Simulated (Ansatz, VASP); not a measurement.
## W in VASP and in Ansatz

```
W
1.0
    -2.55983    2.55983    1.34378
     2.55983   -2.55983    1.34378
     2.55983    2.55983   -1.34378
W
2
Direct
  0.00000 0.00000 0.00000
  0.75000 0.25000 0.50000
```

Alike in both runs: functional PBE; k mesh 18 × 18 × 18; occupations gaussian, width 0.1 eV; no spin polarisation.

Ansatz relaxed the structure, and its values are those at the end. VASP's run is a single point on that final structure, the one shown.

```csv
,VASP,Ansatz
version,VASP 6.6.1,Ansatz 0.2.0
potentials or method,"VASP PAW PBE potentials, release 64 (W_sv), cutoff 520 eV","scalar-relativistic, plane waves, PAW"
valence electrons in the cell,28,28
```

```tsv
	VASP	Ansatz	Ansatz less VASP
gap on the k mesh at the Fermi level (eV)	none	none	-
pressure (GPa)	0.6	0.0	-0.56
```

A gap of «none» marks a metal or a gap that the smearing closes. The functional is the same, so the differences come from potentials, cutoffs and numerics.

Spin-orbit coupling is off throughout.
